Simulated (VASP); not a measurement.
A run of VASP 6.6.1:

INCAR

```
SYSTEM = Mg
ALGO = Normal
EDIFF = 1E-6
ENCUT = 520
GGA = CA
ISIF = 2
ISMEAR = 0
LASPH = .TRUE.
LCHARG = .FALSE.
LREAL = .FALSE.
LWAVE = .FALSE.
NBANDS = 7
NELM = 80
PREC = Accurate
SIGMA = 0.05
```

File KPOINTS:

```
k-points
0
G
  14 14 14
  0 0 0
```

Contents of POSCAR:

```
Mg
1.0
    0.0000000000      2.2442560000      2.2442560000
    2.2442560000      0.0000000000      2.2442560000
    2.2442560000      2.2442560000      0.0000000000
Mg
1
Direct
    0.0000000000      0.0000000000      0.0000000000
```

Potentials or basis: VASP PAW LDA potentials, release 64 (Mg).

Launch:

```sh
$ cat potpaw_LDA.64/Mg/POTCAR > POTCAR
$ mpirun -np 1 vasp_std > vasp.out
```

Hardware: 1 thread of Intel(R) Xeon(R) Platinum 8259CL CPU @ 2.50GHz (Skylake/Cascade Lake) (shared host).

Q: How long does it take, and how much memory?

A: Run time: 8.2 s on 1 thread of Intel(R) Xeon(R) Platinum 8259CL CPU @ 2.50GHz (Skylake/Cascade Lake), on a shared host, peak memory 0.13 GiB. Counts: scf iterations 9, k points 104.
